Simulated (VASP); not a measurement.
Sb:

```
Sb
1.0
     2.13974    1.23538    3.73278
    -2.13974    1.23538    3.73278
     0.00000   -2.47076    3.73278
Sb
2
Direct
  0.76651 0.76651 0.76651
  0.23349 0.23349 0.23349
```

Base run:

| Quantity | Value |
| --- | --- |
| Program | VASP 6.6.1 |
| Functional | r2SCAN |
| Potentials or basis | VASP PAW PBE potentials, release 64 (Sb_d_GW) |
| Cutoff | 550 eV |
| k mesh | 8 × 8 × 8 |
| Occupations | fermi-dirac, width 0.05 eV |
| Spin | no spin polarisation |

Its results: band gap on the k mesh zero (bands 15 and 16 overlap by 0.23 eV); pressure 2.9 GPa; largest force 0.119 eV/Å.

The run is repeated on the same cell with these changes: functional from r2SCAN to LDA; potentials or basis from VASP PAW PBE potentials, release 64 (Sb_d_GW) to VASP PAW LDA potentials, release 64 (Sb_d_GW); cutoff from 550 eV to 500 eV. What comes out?

Band gap on the k mesh zero (bands 15 and 16 overlap by 0.30 eV); pressure -0.1 GPa; largest force 0.127 eV/Å.

Caveats: spin-orbit coupling is left out, which moves the levels of the heavy elements; the PAW data sets were made with another functional, which shifts forces and pressure a little (at least some runs).
